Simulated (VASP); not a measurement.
The system is GaSb (rocksalt type).

```
Ga Sb
1.0
     0.00000    2.72161    2.72161
     2.72161    0.00000    2.72161
     2.72161    2.72161    0.00000
Ga Sb
1 1
Cartesian
  0.0000 0.0000 0.0000
  2.7216 2.7216 2.7216
```

- Program: VASP 6.6.1
- Task: relaxation of cell and atoms
- Functional: r2SCAN
- Potentials or basis: VASP PAW PBE potentials, release 64 (Ga_d, Sb)
- Cutoff: 600 eV
- k mesh: 12 × 12 × 12
- Occupations: fermi-dirac, width 0.05 eV
- Spin: no spin polarisation

At the start: pressure 14.8 GPa; volume 20.16 Å³/atom.

How do energy, volume and symmetry change on relaxing?

Over 6 steps the energy falls by 137.5 meV/atom and the volume is 23.64 Å³/atom (+17.3 %); space group Fm-3m (No. 225, to 0.1 Å) before and after.

The path:
| step | energy change (eV) | largest force (eV/Å) | pressure (GPa) | volume (Å³) |
| --- | --- | --- | --- | --- |
| 1 | 0.0000 | 0.0000 | 14.79 | 40.32 |
| 2 | -0.1928 | 0.0000 | -4.82 | 52.18 |
| 3 | -0.2751 | 0.0000 | 0.06 | 47.26 |
| 4 | -0.2750 | 0.0000 | -0.22 | 47.41 |
| 5 | -0.2751 | 0.0000 | 0.11 | 47.20 |
| 6 | -0.2751 | 0.0000 | -0.01 | 47.28 |

Final structure:
```cif
data_structure
_symmetry_space_group_name_H-M 'P 1'
_symmetry_Int_Tables_number 1
_cell_length_a 4.0588
_cell_length_b 4.0588
_cell_length_c 4.0588
_cell_angle_alpha 60.000
_cell_angle_beta 60.000
_cell_angle_gamma 60.000
_cell_volume 47.28
loop_
_atom_site_label
_atom_site_type_symbol
_atom_site_fract_x
_atom_site_fract_y
_atom_site_fract_z
_atom_site_occupancy
Ga1 Ga 0.00000 0.00000 0.00000 1
Sb1 Sb 0.50000 0.50000 0.50000 1
```

Caveat: the volume moved by over 15 % at a fixed basis, so the end points are rough; the PAW data sets were made with another functional, which shifts forces and pressure a little.
